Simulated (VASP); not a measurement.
Crystal: CsPbCl3.

```
Pb Cs Cl
1.0
     5.60500    0.00000    0.00000
     0.00000    5.60500    0.00000
     0.00000    0.00000    5.60500
Pb Cs Cl
1 1 3
Direct
  0.50000 0.50000 0.50000
  0.00000 0.00000 0.00000
  0.50000 0.00000 0.50000
  0.00000 0.50000 0.50000
  0.50000 0.50000 0.00000
```

| Property | Result |
| --- | --- |
| Program | VASP 6.6.1 |
| Task | relaxation of cell and atoms |
| Functional | r2SCAN |
| Potentials or basis | VASP PAW PBE potentials, release 64 (Pb_d, Cs_sv, Cl) |
| Cutoff | 600 eV |
| k mesh | 5 × 5 × 5 |
| Occupations | fermi-dirac, width 0.05 eV |
| Spin | no spin polarisation |

At the start: pressure 1.0 GPa; volume 35.22 Å³/atom.

**Question.** Where does the relaxation end?

**Answer.** Over 3 steps the energy falls by 3.7 meV/atom and the volume is 36.48 Å³/atom (+3.6 %); space group Pm-3m (No. 221, to 0.1 Å) before and after.

The path:
```tsv
step	energy change (eV)	largest force (eV/Å)	pressure (GPa)	volume (Å³)
1	0.0000	0.0000	0.96	176.09
2	-0.0181	0.0000	0.12	181.54
3	-0.0185	0.0000	0.01	182.40
```

Final structure:
```
Pb Cs Cl
1.0
     5.67125    0.00000    0.00000
     0.00000    5.67125    0.00000
     0.00000    0.00000    5.67125
Pb Cs Cl
1 1 3
Direct
  0.50000 0.50000 0.50000
  0.00000 0.00000 0.00000
  0.50000 0.00000 0.50000
  0.00000 0.50000 0.50000
  0.50000 0.50000 0.00000
```

Caveat: the PAW data sets were made with another functional, which shifts forces and pressure a little.
